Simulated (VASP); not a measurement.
Input of a VASP 6.6.1 run:

Contents of INCAR:

```
  ALGO = Normal
  EDIFF = 1E-7
  ENCUT = 520
  GGA = PE
  ISIF = 2
  ISMEAR = 0
  LASPH = T
  LCHARG = F
  LREAL = F
  LWAVE = F
  NBANDS = 10
  NELM = 60
  PREC = Accurate
  SIGMA = 0.025
```

File KPOINTS:

```
k-points
0
Gamma
  9 9 9
```

Contents of POSCAR:

```
Ir
1.0
   -0.0090280000      1.9583660000      1.9389210000
    1.8983890000      0.0228980000      1.9069950000
    1.8996790000      1.9277290000      0.0216080000
Ir
1
Direct
   -0.0023390000     -0.0031610000     -0.0142520000
```

Potentials or basis: VASP PAW PBE potentials, release 64 (Ir).

Command:

```sh
$ cat potpaw_PBE.64/Ir/POTCAR > POTCAR
$ mpirun -np 1 vasp_std > vasp.out
```

Question: Predict the pressure.

Answer: 12.0 GPa.

Stress tensor (GPa, compression positive):
```
14.34  1.28  1.81
 1.28  8.68 -8.80
 1.81 -8.80 13.10
```
